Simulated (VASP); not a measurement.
A run of VASP 6.6.1 is set up as follows.

File INCAR:

```
PREC = Accurate ; ENCUT = 520
EDIFF = 1E-7 ; ISMEAR = 0
SIGMA = 0.05 ; LREAL = F
LASPH = T ; NELM = 150
ALGO = Normal ; ISIF = 2
LWAVE = F ; LCHARG = T
ISPIN = 2 ; MAGMOM = 0 0 0 0 0 0 2
LORBIT = 11 ; LDIPOL = T
IDIPOL = 3 ; DIPOL = 0.5 0.5 0.329
GGA = PE ; LELF = T
LVHAR = T ; LVACPOTAV = T
NBANDS = 27
```

The input KPOINTS:

```
Automatic mesh
0
Gamma
  7 5 1
```

The input POSCAR:

```
Si6C
1.0
    3.8675355695      0.0000000000      0.0000000000
    0.0000000000      5.4695212554      0.0000000000
    0.0000000000      0.0000000000     19.2238421873
Si C
6 1
Direct
    0.5000000000      0.0000000000      0.2080749499
    0.0000000000      0.2500000000      0.2080749499
    0.0000000000      0.5024402184      0.3062861000
    0.5000000000      0.7475597816      0.3062861000
    0.5000000000      0.0098635014      0.4017845190
    0.0000000000      0.2401364986      0.4017845190
    0.6666666667      0.1765301681      0.4688603365
```

Potentials or basis: VASP PAW PBE potentials, release 64 (Si, C).

Launch:

```console
$ cat potpaw_PBE.64/Si/POTCAR potpaw_PBE.64/C/POTCAR > POTCAR
$ mpirun -np 1 vasp_std > vasp.out
```

Task: What does it give for the site moments?

Result: Si -0.07, +0.12, -0.01, +0.02, -0.00, +0.01; C +0.01 μB.

Task: What does it give for the net moment?

Result: 0.21 μB per cell.

Forces on the atoms (eV/Å):
```
Si  -0.103  0.600  0.183
Si   0.158 -0.603  0.119
Si   0.152  0.360 -0.079
Si   0.107 -0.291 -0.356
Si  -2.403 -1.863 -1.072
Si   0.522  0.370  1.180
C    1.568  1.428  0.024
```
